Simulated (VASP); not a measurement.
# LiH in VASP: a series of runs

The runs below take LiH through single point, with PBE, r2SCAN.

Everything below comes from runs of VASP 6.6.1. Logs are shortened: lines on timing, memory, paths and dates and some standing lists are left out, and cuts for length are marked.

### Step 1. The cell of the first run

It takes space group R-3m (No. 166, trigonal). Conventional cell: a = 3.538 Å, b = 3.538 Å, c = 4.397 Å, α = 90.00°, β = 90.00°, γ = 120.00°. Li (site symmetry -3m) has 8 H at 2.17 to 2.20 Å and 6 Li at 2.51 Å within 2.9 Å. H (site symmetry -3m) has 8 Li at 2.17 to 2.20 Å and 6 H at 2.51 Å within 2.9 Å.

### Step 2. Single point, PBE (strain along [111] +1.5%)

File INCAR:

```
ALGO = Normal
EDIFF = 1E-6
ENCUT = 520
GGA = PE
ISIF = 2
ISMEAR = -1
LASPH = True
LCHARG = False
LREAL = False
LWAVE = False
NBANDS = 9
NELM = 80
PREC = Accurate
SIGMA = 0.02
```

File KPOINTS:

```
k-points
0
Gamma
  10 10 10
```

File POSCAR:

```
LiH
1.0
    2.5140002275      0.0123415163      0.0123415163
    0.0123415163      2.5140002275      0.0123415163
    0.0123415163      0.0123415163      2.5140002275
Li H
1 1
Direct
    0.0000000000      0.0000000000      0.0000000000
    0.5000000000      0.5000000000      0.5000000000
```

Potentials or basis: VASP PAW PBE potentials, release 64 (Li_sv, H).

Launch:

```bash
$ cat potpaw_PBE.64/Li_sv/POTCAR potpaw_PBE.64/H/POTCAR > POTCAR
$ mpirun -np 1 vasp_std > vasp.out
```

OUTCAR:

```text
EDIFF = 1E-6
   ENCUT = 520
   GGA = PE
   ISIF = 2
   ISMEAR = -1
   LASPH = True
   LREAL = False
   NELM = 80
   PREC = Accurate

 ion  position               nearest neighbor table
   1  0.000  0.000  0.000-
   2  0.500  0.500  0.500-

  LATTYP: Found a trigonal (rhomboedric) cell.
 ALAT       =     2.5140608127
 COS(alpha) =     0.0098418551

  Lattice vectors:

 A1 = (   2.5140002275,   0.0123415163,   0.0123415163)
 A2 = (   0.0123415163,   2.5140002275,   0.0123415163)
 A3 = (   0.0123415163,   0.0123415163,   2.5140002275)

Analysis of symmetry for initial positions (statically):
=====================================================================
 Subroutine PRICEL returns:
 Original cell was already a primitive cell.

 Routine SETGRP: Setting up the symmetry group for a
 trigonal (rhombohedral) supercell.

 Subroutine GETGRP returns: Found 12 space group operations
 (whereof 12 operations were pure point group operations)
 out of a pool of 12 trial point group operations.

The static configuration has the point symmetry D_3d.

Analysis of symmetry for dynamics (positions and initial velocities):
=====================================================================
 Subroutine PRICEL returns:
 Original cell was already a primitive cell.

 Routine SETGRP: Setting up the symmetry group for a
 trigonal (rhombohedral) supercell.

 Subroutine GETGRP returns: Found 12 space group operations
 (whereof 12 operations were pure point group operations)
 out of a pool of 12 trial point group operations.

The dynamic configuration has the point symmetry D_3d.

 Subroutine INISYM returns: Found 12 space group operations
 (whereof 12 operations are pure point group operations),
 and found     1 'primitive' translations

----------------------------------------------------------------------------------------

                                     Primitive cell

  volume of cell :      15.8878

  direct lattice vectors                    reciprocal lattice vectors
     2.514000227  0.012341516  0.012341516     0.397791518 -0.001943265 -0.001943265
     0.012341516  2.514000227  0.012341516    -0.001943265  0.397791518 -0.001943265
     0.012341516  0.012341516  2.514000227    -0.001943265 -0.001943265  0.397791518

  length of vectors
     2.514060813  2.514060813  2.514060813     0.397801011  0.397801011  0.397801011

  position of ions in fractional coordinates (direct lattice)
     0.000000000  0.000000000  0.000000000
     0.500000000  0.500000000  0.500000000

  ion indices of the primitive-cell ions
   primitive index   ion index
                 1           1
                 2           2

----------------------------------------------------------------------------------------

 KPOINTS: k-points

Automatic generation of k-mesh.
 Grid dimensions read from file:
 generate k-points for:   10   10   10

 Generating k-lattice:

  Cartesian coordinates                     Fractional coordinates (reciprocal lattice)
     0.039779152 -0.000194326 -0.000194326     0.100000000 -0.000000000 -0.000000000
    -0.000194326  0.039779152 -0.000194326    -0.000000000  0.100000000 -0.000000000
    -0.000194326 -0.000194326  0.039779152    -0.000000000 -0.000000000  0.100000000

  Length of vectors
     0.039780101  0.039780101  0.039780101

  Shift w.r.t. Gamma in fractional coordinates (k-lattice)
     0.000000000  0.000000000  0.000000000

 Subroutine IBZKPT returns following result:
 ===========================================

 Found    116 irreducible k-points:

 Following reciprocal coordinates:
            Coordinates               Weight
  0.000000  0.000000  0.000000      1.000000
  0.100000  0.000000  0.000000      6.000000
  0.200000  0.000000  0.000000      6.000000
  0.300000 -0.000000  0.000000      6.000000
  0.400000  0.000000  0.000000      6.000000
  0.500000  0.000000  0.000000      3.000000
[... 16 lines left out ...]
  0.300000  0.300000  0.000000      6.000000
  0.400000  0.300000  0.000000     12.000000
 [... further k-points ...]
   k-points           NKPTS =    116   k-points in BZ     NKDIM =    116   number of bands    NBANDS=      9
   number of dos      NEDOS =    301   number of ions     NIONS =      2
   total plane-waves  NPLWV =   8000
   dimension x,y,z NGX =    20 NGY =   20 NGZ =   20
   dimension x,y,z NGXF=    40 NGYF=   40 NGZF=   40
   ions per type =               1   1
   NGX,Y,Z   is equivalent  to a cutoff of  13.23, 13.23, 13.23 a.u.
   NGXF,Y,Z  is equivalent  to a cutoff of  26.45, 26.45, 26.45 a.u.
 SYSTEM =  unknown system
   PREC   = accura    normal or accurate (medium, high low for compatibility)
   ISTART =      0    job   : 0-new  1-cont  2-samecut
   ICHARG =      2    charge: 1-file 2-atom 10-const
   ISPIN  =      1    spin polarized calculation?
   LNONCOLLINEAR =      F non collinear calculations
   LSORBIT =      F    spin-orbit coupling
   LASPH  =      T    aspherical Exc in radial PAW
   ENCUT  =  520.0 eV  38.22 Ry    6.18 a.u.   4.67  4.67  4.67*2*pi/ulx,y,z
   NELM   =     80;   NELMIN=  2; NELMDL= -5     # of ELM steps
   EDIFF  = 0.1E-05   stopping-criterion for ELM
   LREAL  =      F    real-space projection
   EDIFFG = 0.1E-04   stopping-criterion for IOM
   NSW    =      0    number of steps for IOM
   IBRION =     -1    ionic relax: 0-MD 1-quasi-New 2-CG
   NFREE  =      0    steps in history (QN), initial steepest desc. (CG)
   ISIF   =      2    stress and relaxation
   ISYM   =      2    0-nonsym 1-usesym 2-fastsym
   POTIM  = 0.5000    time-step for ionic-motion
   TEBEG  =    0.0;   TEEND  =   0.0 temperature during run
   PSTRESS=    0.0 pullay stress
   NELECT =       4.0000    total number of electrons
   NUPDOWN=      -1.0000    fix difference up-down
   EMIN   =  10.00;   EMAX   =-10.00  energy-range for DOS
   EFERMI =   0.00;   METHOD = LEGACY
   ISMEAR =    -1;   SIGMA  =   0.02  broadening in eV -4-tet -1-fermi 0-gaus
   EFERMI_NEDOS =   21; number of points for ismear=-14 and -15
   IALGO  =     38    algorithm
   IMIX   =      4    mixing-type and parameters
     AMIX     =   0.40;   BMIX     =  1.00
     AMIX_MAG =   1.60;   BMIX_MAG =  1.00
  volume/ion in A,a.u.               =       7.94        53.61
  Fermi-wavevector in a.u.,A,eV,Ry     =   1.033729  1.953464 14.539121  1.068595
  Thomas-Fermi vector in A             =   2.167990
   LORBIT       =      0    0 simple, 1 ext, 2 COOP (PROOUT), +10 PAW based schemes
   GGA     = PE    functional components
   LHFCALC =     F    Hartree Fock is set to
   AEXX    =    0.0000 exact exchange contribution
   IVDW    =     0    specifies the selected vdW correction
   LEPSILON=     F    determine dielectric tensor
   LRPA    =     F    only Hartree local field effects (RPA)
 non-spin polarized calculation
  energy-cutoff  :      520.00
  volume of cell :       15.89
 maximum number of plane-waves:       445
   NGX =  9   NGY =  9   NGZ =  9

 number of electron       4.0000012 magnetization

 Free energy of the ion-electron system (eV)
  ---------------------------------------------------
  ext. energy  EPLUGINS =         0.00000000
  ---------------------------------------------------
  free energy    TOTEN  =        -5.66001865 eV

  energy without entropy =       -5.66001865  energy(sigma->0) =       -5.66001865

 E-fermi :   3.7931     XC(G=0):  -8.6119

 val. band max:        3.4345847060   @ k =   0.5000   0.5000   0.5000
 cond. band min:       4.1781864793   @ k =   0.5000   0.0000   0.0000
 fundamental gap:      0.7436017733
 Fermi energy:         3.7930866365

 k-point     1 :       0.0000    0.0000    0.0000
  band No.  band energies     occupation
      1     -44.6504      2.00000
      2      -5.2962      2.00000
      3      15.2927      0.00000
      4      15.2927      0.00000
      5      15.4006      0.00000
      6      15.8432      0.00000
      7      18.4570      0.00000
      8      18.4570      0.00000
      9      34.5050      0.00000

 k-point     2 :       0.1000    0.0000    0.0000
  band No.  band energies     occupation
      1     -44.6456      2.00000
      2      -5.1454      2.00000
      3      12.6051      0.00000
      4      15.5151      0.00000
      5      15.5862      0.00000
      6      15.9764      0.00000
      7      18.6941      0.00000
      8      21.3816      0.00000
      9      33.2534      0.00000

 k-point     3 :       0.2000    0.0000    0.0000
  band No.  band energies     occupation
      1     -44.6328      2.00000
      2      -4.7110      2.00000
      3       9.4370      0.00000
      4      15.6415      0.00000
      5      16.1760      0.00000
      6      16.2559      0.00000
      7      19.4045      0.00000
      8      25.8588      0.00000
      9      30.2491      0.00000

 k-point     4 :       0.3000   -0.0000    0.0000
  band No.  band energies     occupation
      1     -44.6170      2.00000
      2      -4.0620      2.00000
      3       6.7868      0.00000
      4      15.2224      0.00000
      5      17.2471      0.00000
      6      17.3272      0.00000
      7      20.5836      0.00000
      8      27.0875      0.00000
      9      27.1563      0.00000

 k-point     5 :       0.4000    0.0000    0.0000
  band No.  band energies     occupation
      1     -44.6043      2.00000
      2      -3.3833      2.00000
      3       4.9021      0.00000
      4      14.8857      0.00000
      5      18.6093      0.00000
      6      18.6911      0.00000
      7      22.2062      0.00000
      8      24.4302      0.00000
      9      24.5075      0.00000

 k-point     6 :       0.5000    0.0000    0.0000
  band No.  band energies     occupation
      1     -44.5993      2.00000
      2      -3.0607      2.00000
      3       4.1782      0.00000
      4      14.7582      0.00000
      5      19.5279      0.00000
      6      19.6095      0.00000
      7      23.0206      0.00000
      8      23.1528      0.00000
      9      23.8534      0.00000
[... 169 lines left out ...]
 k-point    21 :      -0.3000    0.2000   -0.0000
  band No.  band energies     occupation
      1     -44.6006      2.00000
      2      -3.3471      2.00000
      3       7.0320      0.00000
      4      10.7104      0.00000
      5      16.0793      0.00000
      6      18.1741      0.00000
      7      23.3732      0.00000
      8      27.4486      0.00000
      9      27.7309      0.00000

 k-point    22 :      -0.2000    0.2000    0.0000
  band No.  band energies     occupation
      1     -44.6157      2.00000
      2      -4.0662      2.00000
      3       9.1589      0.00000
      4      10.7435      0.00000
      5      16.3260      0.00000
      6      17.1081      0.00000
      7      24.1971      0.00000
      8      27.2634      0.00000
      9      28.1818      0.00000

 k-point    23 :       0.3000    0.3000    0.0000
  band No.  band energies     occupation
      1     -44.5861      2.00000
      2      -2.5657      2.00000
      3       6.9567      0.00000
      4       8.7248      0.00000
      5      15.0252      0.00000
      6      19.1382      0.00000
      7      22.4851      0.00000
      8      27.8822      0.00000
      9      29.4564      0.00000

 k-point    24 :       0.4000    0.3000    0.0000
  band No.  band energies     occupation
      1     -44.5741      2.00000
      2      -1.6724      2.00000
      3       5.5081      0.00000
      4       8.4959      0.00000
      5      14.2580      0.00000
      6      20.3889      0.00000
      7      22.1971      0.00000
      8      26.3766      0.00000
      9      28.9464      0.00000

 [... further k-points ...]

------------------------ aborting loop because EDIFF is reached ----------------------------------------

  FORCE on cell =-STRESS in cart. coord.  units (eV):
  Direction    XX          YY          ZZ          XY          YZ          ZX
  --------------------------------------------------------------------------------------
  -------------------------------------------------------------------------------------
  Total       -0.0445818     -0.0445818     -0.0445818      0.0217151      0.0217151      0.0217151
  in kB       -4.4957630     -4.4957630     -4.4957630      2.1898129      2.1898129      2.1898129
  external PRESSURE =      -4.4957630 kB  Pullay stress =       0.0000000 kB

 VOLUME and BASIS-vectors are now :
 -----------------------------------------------------------------------------
  energy-cutoff  :      520.00
  volume of cell :       15.89
      direct lattice vectors                 reciprocal lattice vectors
     2.514000227  0.012341516  0.012341516     0.397791518 -0.001943265 -0.001943265
     0.012341516  2.514000227  0.012341516    -0.001943265  0.397791518 -0.001943265
     0.012341516  0.012341516  2.514000227    -0.001943265 -0.001943265  0.397791518

 POSITION                                       TOTAL-FORCE (eV/Angst)
 -----------------------------------------------------------------------------------
      0.00000      0.00000      0.00000         0.000000     -0.000000     -0.000000
      1.26934      1.26934      1.26934        -0.000000      0.000000      0.000000
 -----------------------------------------------------------------------------------
    total drift:                                0.000000      0.000000      0.000000

  FREE ENERGIE OF THE ION-ELECTRON SYSTEM (eV)
  ---------------------------------------------------
  free  energy   TOTEN  =        -5.6600186537 eV

  energy  without entropy=       -5.6600186536  energy(sigma->0) =       -5.66001865
```

Wall time 18 s (1 thread of Intel Xeon 8259CL, shared host); peak memory 0.13 GiB.

What came out:

| Quantity | Value |
| --- | --- |
| Free energy | -5.6600 eV |
| Band gap on the k mesh | 0.74 eV (least direct gap 4.11 eV) |

Caveat: the cell differs from its parent crystal (strain along [111] +1.5%); the cutoff is under 1.25 times the usual one of these potentials, so pressure, stress and relaxed cells hold a basis-set (Pulay) error.

### Step 3. Single point, PBE (uniaxial z strain -2.9%)

File INCAR:

```
SYSTEM = LiH
PREC = Accurate ; ENCUT = 520
EDIFF = 1E-6 ; ISMEAR = -1
SIGMA = 0.02 ; LREAL = .FALSE.
LASPH = .TRUE. ; NELM = 80
ALGO = Normal ; ISIF = 2
LWAVE = .FALSE. ; LCHARG = .TRUE.
GGA = PE ; LELF = .TRUE.
LVHAR = .TRUE. ; NBANDS = 9
```

File KPOINTS:

```
Automatic mesh
0
G
  10 10 10
  0 0 0
```

File POSCAR:

```
LiH
1.0
    2.5016587112      0.0000000000      0.0000000000
    0.0000000000      2.5016587112      0.0000000000
    0.0000000000      0.0000000000      2.4301112721
Li H
1 1
Direct
    0.0000000000      0.0000000000      0.0000000000
    0.5000000000      0.5000000000      0.5000000000
```

Potentials or basis: VASP PAW PBE potentials, release 64 (Li_sv, H).

Launch:

```bash
$ cat potpaw_PBE.64/Li_sv/POTCAR potpaw_PBE.64/H/POTCAR > POTCAR
$ mpirun -np 1 vasp_std > vasp.out
```

Wall time 19 s (1 thread of Intel Xeon 8259CL, shared host); peak memory 0.12 GiB.

Results (log left out):

```
Free energy            : -5.6514 eV
Band gap on the k mesh : 0.61 eV (least direct gap 4.13 eV)
```

Levels at points of the mesh, in eV from the valence-band top:
| k point | band 1 | band 2 | band 3 | band 4 | band 5 | band 6 |
| --- | --- | --- | --- | --- | --- | --- |
| (0.00, 0.00, 0.00) | -48.20 | -9.04 | 11.70 | 11.70 | 12.79 | 12.97 |
| (0.50, 0.00, 0.00) | -48.14 | -6.87 | 0.61 | 11.76 | 16.00 | 17.17 |
| (0.50, 0.50, 0.00) | -48.09 | -2.94 | 1.29 | 1.29 | 9.12 | 20.29 |
| (0.00, 0.00, 0.50) | -48.13 | -6.61 | 0.94 | 11.33 | 16.37 | 16.37 |
| (0.50, 0.00, 0.50) | -48.08 | -2.67 | 1.47 | 1.67 | 9.39 | 19.57 |
| (0.50, 0.50, 0.50) | -48.03 | 0.00 | 6.26 | 6.56 | 6.56 | 8.81 |

Caveat: the cell differs from its parent crystal (uniaxial z strain -2.9%); the cutoff is under 1.25 times the usual one of these potentials, so pressure, stress and relaxed cells hold a basis-set (Pulay) error.

### Step 4. Single point, r2SCAN (strain along [111] +1.5%)

File POSCAR:

```
LiH
1.0
    2.5140002275      0.0123415163      0.0123415163
    0.0123415163      2.5140002275      0.0123415163
    0.0123415163      0.0123415163      2.5140002275
Li H
1 1
Direct
    0.0000000000      0.0000000000      0.0000000000
    0.5000000000      0.5000000000      0.5000000000
```

File INCAR.step1:

```
PREC = Accurate
ENCUT = 520
ISMEAR = 0
SIGMA = 0.01
LREAL = F
LASPH = T
NELM = 60
NBANDS = 9
GGA = PE
ALGO = Normal
EDIFF = 1E-4
LWAVE = T
LCHARG = F
```

File INCAR.step2:

```
PREC = Accurate
ENCUT = 520
EDIFF = 1E-6
ISMEAR = 0
SIGMA = 0.01
LREAL = F
LASPH = T
NELM = 60
ALGO = Normal
ISIF = 2
LWAVE = F
LCHARG = F
METAGGA = R2SCAN
LMIXTAU = T
NBANDS = 9
ISTART = 1
```

File KPOINTS:

```
Automatic mesh
0
Gamma
  10 10 10
```

Launch:

```bash
$ cat potpaw_PBE.64/Li_sv/POTCAR potpaw_PBE.64/H/POTCAR > POTCAR
$ cp INCAR.step1 INCAR
$ mpirun -np 1 vasp_std > vasp.out
$ cp INCAR.step2 INCAR
$ mpirun -np 1 vasp_std > vasp.out
```

Wall time 80 s (1 thread of Intel Xeon 8259CL, shared host); peak memory 0.13 GiB.

Results (log left out):

```yaml
Free_energy: -6.3393 eV
Band_gap_on_the_k_mesh: 1.31 eV (least direct gap 4.78 eV)
```

Levels at points of the mesh, in eV from the valence-band top:
| k point | band 1 | band 2 | band 3 | band 4 | band 5 | band 6 |
| --- | --- | --- | --- | --- | --- | --- |
| (0.00, 0.00, 0.00) | -49.76 | -9.01 | 12.92 | 12.92 | 13.03 | 13.90 |
| (0.50, 0.00, 0.00) | -49.71 | -6.76 | 1.31 | 12.61 | 17.83 | 17.91 |
| (0.50, 0.50, 0.00) | -49.67 | -2.82 | 1.96 | 2.15 | 10.37 | 21.55 |
| (0.50, 0.50, 0.50) | -49.63 | 0.00 | 7.30 | 7.58 | 7.58 | 8.86 |

Caveat: the cell differs from its parent crystal (strain along [111] +1.5%); the cutoff is under 1.25 times the usual one of these potentials, so pressure, stress and relaxed cells hold a basis-set (Pulay) error; the PAW data sets were made with another functional, which shifts forces and pressure a little. A k mesh can miss the band edges.

### Step 5. The runs side by side

```tsv
level	cell	smearing	gap on the mesh (eV)
PBE	a = 2.514 Å, angles 89.4°, 2 atoms	fermi-dirac 0.02 eV	0.74
PBE	a = 2.502, b = 2.502, c = 2.430 Å, 2 atoms	fermi-dirac 0.02 eV	0.61
r2SCAN	a = 2.514 Å, angles 89.4°, 2 atoms	gaussian 0.01 eV	1.31
```

Alike in all rows: task single point; potentials or basis VASP PAW PBE potentials, release 64 (Li_sv, H); no spin polarisation; k mesh 10 × 10 × 10; cutoff (eV) 520.

Caveats: the cutoff is under 1.25 times the usual one of these potentials, so pressure, stress and relaxed cells hold a basis-set (Pulay) error; the PAW data sets were made with another functional, which shifts forces and pressure a little (at least some runs).

Total energies depend on the potentials used, so only differences within one code and one set of settings carry meaning.
